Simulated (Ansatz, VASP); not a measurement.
**Ge: VASP beside Ansatz**

```
Ge
1.0
     0.00000    2.82891    2.82891
     2.82891    0.00000    2.82891
     2.82891    2.82891    0.00000
Ge
2
Direct
  0.75000 0.75000 0.75000
  0.50000 0.50000 0.50000
```

Alike in both runs: task relaxation of cell and atoms; functional PBE; dispersion D4; k mesh 8 × 8 × 8; occupations fermi-dirac, width 0.05 eV; no spin polarisation.

```csv
,VASP,Ansatz
version,VASP 6.6.1,Ansatz 0.2.0
potentials or method,"VASP PAW PBE potentials, release 64 (Ge_d), cutoff 600 eV","all-electron LAPW, scalar-relativistic"
```

```csv
,VASP,Ansatz,Ansatz less VASP
relaxed volume (Å³/atom),23.09,23.09,0.000
relaxed cell length with the largest relative difference (Å),4.027,4.027,0.0000
```

Ansatz ran all-electron here, and VASP with PAW potentials.
